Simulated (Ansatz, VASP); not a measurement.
**CdS: VASP beside Ansatz**

```
CELL_PARAMETERS angstrom
-1.94478 2.74146 1.94455
1.94478 -2.74146 1.94455
1.94478 2.74146 -1.94455
ATOMIC_POSITIONS crystal
Cd 0.00000 0.00000 0.00000
S 0.50000 0.00000 0.50000
```

Alike in both runs: functional PBE; k mesh 6 × 6 × 6; occupations gaussian, width 0.1 eV; no spin polarisation.

Ansatz relaxed the structure, and its values are those at the end. VASP's run is a single point on that final structure, the one shown.

|  | VASP | Ansatz |
| --- | --- | --- |
| version | VASP 6.6.1 | Ansatz 0.2.0 |
| potentials or method | VASP PAW PBE potentials, release 64 (Cd, S), cutoff 520 eV | scalar-relativistic, plane waves, PAW |
| valence electrons in the cell | 18 | 26 |

```tsv
	VASP	Ansatz	Ansatz less VASP
gap on the k mesh at the Fermi level (eV)	0.23	0.24	+0.007
least direct gap on the mesh (eV)	1.56	1.59	+0.024
pressure (GPa)	0.4	0.0	-0.39
```

VASP's potentials hold 18 valence electrons a cell and Ansatz's 26, so a difference there can come from the potentials and not from the codes.
